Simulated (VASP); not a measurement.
# Cs (Im-3m) in VASP: notebook

Cs is run at these levels: PBE, RPBE; tasks: single point.

All numbers are computed with VASP 6.6.1; they aren't measurements. Logs are shortened: lines on timing, memory, paths and dates and some standing lists are left out, and cuts for length are marked.

### Step 1. The cell of the first run

It takes space group Im-3m (No. 229, cubic). The conventional cell has a = 6.257 Å, b = 6.257 Å, c = 6.257 Å, α = 90.00°, β = 90.00°, γ = 90.00°.

### Step 2. Single point, PBE

Contents of INCAR:

```
SYSTEM = Cs
ALGO = Normal ; EDIFF = 1E-6
ENCUT = 520 ; GGA = PE
ISIF = 2 ; ISMEAR = 0
LASPH = .True. ; LCHARG = .False.
LREAL = .False. ; LWAVE = .False.
NBANDS = 10 ; NELM = 60
PREC = Accurate ; SIGMA = 0.27211386245988
```

Contents of KPOINTS:

```
k-points
0
Gamma
  4 4 4
  0 0 0
```

Contents of POSCAR:

```
Cs
1.0
   -3.1284650614      3.1284650614      3.1284650614
    3.1284650614     -3.1284650614      3.1284650614
    3.1284650614      3.1284650614     -3.1284650614
Cs
1
Direct
    0.0000000000      0.0000000000      0.0000000000
```

Potentials or basis: VASP PAW PBE potentials, release 64 (Cs_sv).

On the command line:

```bash
$ cat potpaw_PBE.64/Cs_sv/POTCAR > POTCAR
$ mpirun -np 1 vasp_std > vasp.out
```

OUTCAR:

```text
SYSTEM = Cs
   EDIFF = 1E-6
   ENCUT = 520
   GGA = PE
   ISIF = 2
   ISMEAR = 0
   LASPH = .True.
   LREAL = .False.
   NELM = 60
   PREC = Accurate

 ion  position               nearest neighbor table
   1  0.000  0.000  0.000-

  LATTYP: Found a body centered cubic cell.
 ALAT       =     6.2569301228

  Lattice vectors:

 A1 = (  -3.1284650614,   3.1284650614,   3.1284650614)
 A2 = (   3.1284650614,  -3.1284650614,   3.1284650614)
 A3 = (   3.1284650614,   3.1284650614,  -3.1284650614)

Analysis of symmetry for initial positions (statically):
=====================================================================
 Subroutine PRICEL returns:
 Original cell was already a primitive cell.

 Routine SETGRP: Setting up the symmetry group for a
 body centered cubic supercell.

 Subroutine GETGRP returns: Found 48 space group operations
 (whereof 48 operations were pure point group operations)
 out of a pool of 48 trial point group operations.

The static configuration has the point symmetry O_h .

Analysis of symmetry for dynamics (positions and initial velocities):
=====================================================================
 Subroutine PRICEL returns:
 Original cell was already a primitive cell.

 Routine SETGRP: Setting up the symmetry group for a
 body centered cubic supercell.

 Subroutine GETGRP returns: Found 48 space group operations
 (whereof 48 operations were pure point group operations)
 out of a pool of 48 trial point group operations.

The dynamic configuration has the point symmetry O_h .

 Subroutine INISYM returns: Found 48 space group operations
 (whereof 48 operations are pure point group operations),
 and found     1 'primitive' translations

----------------------------------------------------------------------------------------

                                     Primitive cell

  volume of cell :     122.4768

  direct lattice vectors                    reciprocal lattice vectors
    -3.128465061  3.128465061  3.128465061     0.000000000  0.159822785  0.159822785
     3.128465061 -3.128465061  3.128465061     0.159822785  0.000000000  0.159822785
     3.128465061  3.128465061 -3.128465061     0.159822785  0.159822785  0.000000000

  length of vectors
     5.418660436  5.418660436  5.418660436     0.226023551  0.226023551  0.226023551

  position of ions in fractional coordinates (direct lattice)
[... 62 lines left out ...]
   EDIFFG = 0.1E-04   stopping-criterion for IOM
   NSW    =      0    number of steps for IOM
   IBRION =     -1    ionic relax: 0-MD 1-quasi-New 2-CG
   NFREE  =      0    steps in history (QN), initial steepest desc. (CG)
   ISIF   =      2    stress and relaxation
   ISYM   =      2    0-nonsym 1-usesym 2-fastsym
   POTIM  = 0.5000    time-step for ionic-motion
   TEBEG  =    0.0;   TEEND  =   0.0 temperature during run
   PSTRESS=    0.0 pullay stress
   NELECT =       9.0000    total number of electrons
   NUPDOWN=      -1.0000    fix difference up-down
   EMIN   =  10.00;   EMAX   =-10.00  energy-range for DOS
   EFERMI =   0.00;   METHOD = LEGACY
   ISMEAR =     0;   SIGMA  =   0.27  broadening in eV -4-tet -1-fermi 0-gaus
   EFERMI_NEDOS =   21; number of points for ismear=-14 and -15
   IALGO  =     38    algorithm
   IMIX   =      4    mixing-type and parameters
     AMIX     =   0.40;   BMIX     =  1.00
     AMIX_MAG =   1.60;   BMIX_MAG =  1.00
  volume/ion in A,a.u.               =     122.48       826.51
  Fermi-wavevector in a.u.,A,eV,Ry     =   0.685706  1.295796  6.397353  0.470192
  Thomas-Fermi vector in A             =   1.765724
   LORBIT       =      0    0 simple, 1 ext, 2 COOP (PROOUT), +10 PAW based schemes
   GGA     = PE    functional components
   LHFCALC =     F    Hartree Fock is set to
   AEXX    =    0.0000 exact exchange contribution
   IVDW    =     0    specifies the selected vdW correction
   LEPSILON=     F    determine dielectric tensor
   LRPA    =     F    only Hartree local field effects (RPA)
 non-spin polarized calculation
 Gauss-broadening in eV      SIGMA  =   0.27
  energy-cutoff  :      520.00
  volume of cell :      122.48
 maximum number of plane-waves:      3352
   NGX = 21   NGY = 21   NGZ = 21

 number of electron       8.9999999 magnetization

 Free energy of the ion-electron system (eV)
  ---------------------------------------------------
  ext. energy  EPLUGINS =         0.00000000
  ---------------------------------------------------
  free energy    TOTEN  =        -0.85304870 eV

  energy without entropy =       -0.78111615  energy(sigma->0) =       -0.81708242

 E-fermi :   0.2937     XC(G=0):  -5.2499

 val. band max:       -0.1450587105   @ k =  -0.2500   0.2500   0.2500
 cond. band min:       0.3158412672   @ k =   0.2500   0.2500   0.0000
 fundamental gap:      0.4608999777
 Fermi energy:         0.2936645525

 k-point     1 :       0.0000    0.0000    0.0000
  band No.  band energies     occupation
      1     -23.5883      2.00000
      2     -10.3402      2.00000
      3     -10.3402      2.00000
      4     -10.3402      2.00000
      5      -1.3111      2.00000
      6       2.7572      0.00000
      7       2.7572      0.00000
      8       2.7572      0.00000
      9       3.5720      0.00000
     10       3.5720      0.00000
[... 79 lines left out ...]
 k-point     8 :       0.5000    0.5000    0.5000
  band No.  band energies     occupation
      1     -23.5794      2.00000
      2     -10.4195      2.00000
      3     -10.4195      2.00000
      4     -10.4195      2.00000
      5       1.0026      0.00023
      6       1.0026      0.00023
      7       3.1593      0.00000
      8       3.1593      0.00000
      9       3.1593      0.00000
     10       4.4476      0.00000

------------------------ aborting loop because EDIFF is reached ----------------------------------------

  FORCE on cell =-STRESS in cart. coord.  units (eV):
  Direction    XX          YY          ZZ          XY          YZ          ZX
  --------------------------------------------------------------------------------------
  -------------------------------------------------------------------------------------
  Total       -0.0480555     -0.0480555     -0.0480555     -0.0000000      0.0000000     -0.0000000
  in kB       -0.6286371     -0.6286371     -0.6286371     -0.0000000      0.0000000     -0.0000000
  external PRESSURE =      -0.6286371 kB  Pullay stress =       0.0000000 kB

 VOLUME and BASIS-vectors are now :
 -----------------------------------------------------------------------------
  energy-cutoff  :      520.00
  volume of cell :      122.48
      direct lattice vectors                 reciprocal lattice vectors
    -3.128465061  3.128465061  3.128465061     0.000000000  0.159822785  0.159822785
     3.128465061 -3.128465061  3.128465061     0.159822785  0.000000000  0.159822785
     3.128465061  3.128465061 -3.128465061     0.159822785  0.159822785  0.000000000

 POSITION                                       TOTAL-FORCE (eV/Angst)
 -----------------------------------------------------------------------------------
      0.00000      0.00000      0.00000        -0.000000     -0.000000     -0.000000
 -----------------------------------------------------------------------------------
    total drift:                               -0.000000      0.000000     -0.000000

  FREE ENERGIE OF THE ION-ELECTRON SYSTEM (eV)
  ---------------------------------------------------
  free  energy   TOTEN  =        -0.8530487029 eV

  energy  without entropy=       -0.7811161456  energy(sigma->0) =       -0.81708242
```

OSZICAR:

```text
N       E                     dE             d eps       ncg     rms          rms(c)
DAV:   1     0.531701121637E+02    0.53170E+02   -0.29302E+03   160   0.621E+02
DAV:   2     0.368315252640E+01   -0.49487E+02   -0.48516E+02   220   0.104E+02
DAV:   3    -0.796809040948E+00   -0.44800E+01   -0.44750E+01   190   0.401E+01
DAV:   4    -0.850797476278E+00   -0.53988E-01   -0.53980E-01   224   0.501E+00
DAV:   5    -0.850949215993E+00   -0.15174E-03   -0.15174E-03   214   0.205E-01    0.127E-01
DAV:   6    -0.851788625513E+00   -0.83941E-03   -0.11768E-03   192   0.167E-01    0.886E-02
DAV:   7    -0.852966980080E+00   -0.11784E-02   -0.33534E-03   186   0.291E-01    0.338E-02
DAV:   8    -0.853047781597E+00   -0.80802E-04   -0.11552E-04   184   0.683E-02    0.383E-03
DAV:   9    -0.853049302378E+00   -0.15208E-05   -0.28979E-06   238   0.912E-03    0.256E-03
DAV:  10    -0.853048702877E+00    0.59950E-06   -0.63635E-07   172   0.402E-03
   1 F= -.85304870E+00 E0= -.81708242E+00  d E =-.719326E-01
```

stdout:

```text
POSCAR found type information on POSCAR Cs
 POSCAR found :  1 types and       1 ions
 scaLAPACK will be used
 LDA part: xc-table for (Slater+PW92), standard interpolation
 POSCAR, INCAR and KPOINTS ok, starting setup
 FFT: planning ... GRIDC
 FFT: planning ... GRID_SOFT
 FFT: planning ... GRID
 WAVECAR not read
 entering main loop
```

Run time: 10 s. Hardware: 1 thread of AMD EPYC 9R45 (Zen 5), shared host; peak memory 0.19 GiB.

Results:

- Free energy: -0.8530 eV
- Pressure: -0.1 GPa

Caveat: spin-orbit coupling is left out, which moves the levels of the heavy elements.

### Step 3. Single point, RPBE

This run uses another cell than the first one, of 126.15 Å³/atom, 1.030 times its volume.

Contents of INCAR:

```
SYSTEM = Cs
ALGO     = Normal         ! electronic algorithm
EDIFF    = 1E-6           ! SCF threshold, eV
ENCUT    = 500            ! plane-wave cutoff, eV
GGA      = RP             ! functional
GGA_COMPAT= .FALSE.      
ISIF     = 2              ! what is computed and relaxed
ISMEAR   = 1              ! smearing method
LASPH    = .TRUE.         ! aspherical terms in the spheres
LCHARG   = .FALSE.        ! write CHGCAR
LREAL    = .FALSE.        ! projectors in reciprocal space
LWAVE    = .FALSE.        ! write WAVECAR
NBANDS   = 10             ! bands
NELECT   = 8.5          
NELM     = 120            ! most SCF steps
PREC     = Accurate       ! precision mode
SIGMA    = 0.084          ! smearing width, eV
```

Contents of KPOINTS:

```
k-points
0
G
  2 2 2
  0 0 0
```

Contents of POSCAR:

```
Cs
1.0
   -3.1594419776      3.1594419776      3.1594419776
    3.1594419776     -3.1594419776      3.1594419776
    3.1594419776      3.1594419776     -3.1594419776
Cs
1
Direct
    0.0000000000      0.0000000000      0.0000000000
```

Potentials or basis: VASP PAW PBE potentials, release 64 (Cs_sv).

On the command line:

```bash
$ cat potpaw_PBE.64/Cs_sv/POTCAR > POTCAR
$ mpirun -np 1 vasp_std > vasp.out
```

OUTCAR:

```text
SYSTEM = Cs
   EDIFF = 1E-6
   ENCUT = 500
   GGA = RP
   ISIF = 2
   ISMEAR = 1
   LASPH = .TRUE.
   LREAL = .FALSE.
   NELECT = 8.5
   NELM = 120
   PREC = Accurate

 ion  position               nearest neighbor table
   1  0.000  0.000  0.000-

  LATTYP: Found a body centered cubic cell.
 ALAT       =     6.3188839552

  Lattice vectors:

 A1 = (  -3.1594419776,   3.1594419776,   3.1594419776)
 A2 = (   3.1594419776,  -3.1594419776,   3.1594419776)
 A3 = (   3.1594419776,   3.1594419776,  -3.1594419776)

Analysis of symmetry for initial positions (statically):
=====================================================================
 Subroutine PRICEL returns:
 Original cell was already a primitive cell.

 Routine SETGRP: Setting up the symmetry group for a
 body centered cubic supercell.

 Subroutine GETGRP returns: Found 48 space group operations
 (whereof 48 operations were pure point group operations)
 out of a pool of 48 trial point group operations.

The static configuration has the point symmetry O_h .
[... 141 lines left out ...]
 cond. band min:       1.0286582985   @ k =   0.5000   0.0000   0.0000
 fundamental gap:      1.6008856275
 Fermi energy:         0.9919816416

 k-point     1 :       0.0000    0.0000    0.0000
  band No.  band energies     occupation
      1     -23.3892      2.00000
      2     -10.1706      2.00000
      3     -10.1706      2.00000
      4     -10.1706      2.00000
      5      -0.5722      2.00000
      6       3.2042      0.00000
      7       3.2042      0.00000
      8       3.2042      0.00000
      9       3.9646      0.00000
     10       3.9646      0.00000
[... 14 lines left out ...]
 k-point     3 :       0.5000    0.5000    0.5000
  band No.  band energies     occupation
      1     -23.3820      2.00000
      2     -10.2363      2.00000
      3     -10.2363      2.00000
      4     -10.2363      2.00000
      5       1.6482     -0.00000
      6       1.6482     -0.00000
      7       3.8199      0.00000
      8       3.8199      0.00000
      9       3.8199      0.00000
     10       4.8215      0.00000

------------------------ aborting loop because EDIFF is reached ----------------------------------------

  FORCE on cell =-STRESS in cart. coord.  units (eV):
  Direction    XX          YY          ZZ          XY          YZ          ZX
  --------------------------------------------------------------------------------------
  -------------------------------------------------------------------------------------
  Total       -1.2527485     -1.2527485     -1.2527485     -0.0000000     -0.0000000      0.0000000
  in kB      -15.9104824    -15.9104824    -15.9104824     -0.0000000     -0.0000000      0.0000000
  external PRESSURE =     -15.9104824 kB  Pullay stress =       0.0000000 kB

 VOLUME and BASIS-vectors are now :
 -----------------------------------------------------------------------------
  energy-cutoff  :      500.00
  volume of cell :      126.15
      direct lattice vectors                 reciprocal lattice vectors
    -3.159441978  3.159441978  3.159441978     0.000000000  0.158255794  0.158255794
     3.159441978 -3.159441978  3.159441978     0.158255794  0.000000000  0.158255794
     3.159441978  3.159441978 -3.159441978     0.158255794  0.158255794  0.000000000

 POSITION                                       TOTAL-FORCE (eV/Angst)
 -----------------------------------------------------------------------------------
      0.00000      0.00000      0.00000        -0.000000      0.000000      0.000000
 -----------------------------------------------------------------------------------
    total drift:                                0.000000     -0.000000     -0.000000

  FREE ENERGIE OF THE ION-ELECTRON SYSTEM (eV)
  ---------------------------------------------------
  free  energy   TOTEN  =        -0.8938286690 eV

  energy  without entropy=       -0.8847414642  energy(sigma->0) =       -0.89079960
```

OSZICAR:

```text
N       E                     dE             d eps       ncg     rms          rms(c)
DAV:   1     0.526879075924E+02    0.52688E+02   -0.26199E+03    60   0.577E+02
DAV:   2     0.422915995520E+01   -0.48459E+02   -0.47516E+02    72   0.974E+01
DAV:   3    -0.705179541167E+00   -0.49343E+01   -0.49321E+01    68   0.391E+01
DAV:   4    -0.766625953477E+00   -0.61446E-01   -0.61441E-01   100   0.533E+00
DAV:   5    -0.766693697494E+00   -0.67744E-04   -0.67744E-04    72   0.935E-02    0.490E-01
DAV:   6    -0.893572690532E+00   -0.12688E+00   -0.76960E-02    60   0.106E+00    0.131E-01
DAV:   7    -0.893703204429E+00   -0.13051E-03   -0.91135E-04    70   0.155E-01    0.960E-02
DAV:   8    -0.893799910062E+00   -0.96706E-04   -0.21778E-03    62   0.241E-01    0.272E-02
DAV:   9    -0.893824093305E+00   -0.24183E-04   -0.42734E-05    70   0.310E-02    0.188E-02
DAV:  10    -0.893827362084E+00   -0.32688E-05   -0.66229E-05    62   0.451E-02    0.400E-03
DAV:  11    -0.893828393539E+00   -0.10315E-05   -0.14396E-06    82   0.692E-03    0.379E-03
DAV:  12    -0.893828669013E+00   -0.27547E-06   -0.26976E-06    60   0.888E-03
   1 F= -.89382867E+00 E0= -.89079960E+00  d E =-.908720E-02
```

stdout:

```text
POSCAR found type information on POSCAR Cs
 POSCAR found :  1 types and       1 ions
 scaLAPACK will be used
 -----------------------------------------------------------------------------
|                                                                             |
|                                                                             |
|     You enforced a specific xc type in the INCAR file but a different       |
|     I HOPE YOU KNOW WHAT YOU ARE DOING!                                     |
|                                                                             |
 -----------------------------------------------------------------------------

 LDA part: xc-table for (Slater+PW92), standard interpolation
 POSCAR, INCAR and KPOINTS ok, starting setup
 FFT: planning ... GRIDC
 FFT: planning ... GRID_SOFT
 FFT: planning ... GRID
 WAVECAR not read
 entering main loop
 the old and the new charge density differ
 old charge density:     9.00000 new    8.50000
    0.490E-01
```

Wall time 11 s (1 thread of Intel Xeon 8259CL, shared host); peak memory 0.22 GiB.

Results:

```yaml
Free_energy: -0.8938 eV
```

Caveat: the k points lie up to 0.70 Å⁻¹ apart; the cell carries a net charge on a neutralising background, which shifts energy and pressure; the cell is charged against a uniform background, so pressure and absolute levels hang on convention; the PAW data sets were made with another functional, which shifts forces and pressure a little; spin-orbit coupling is left out, which moves the levels of the heavy elements.

(Part 1 of 2 ends here.)
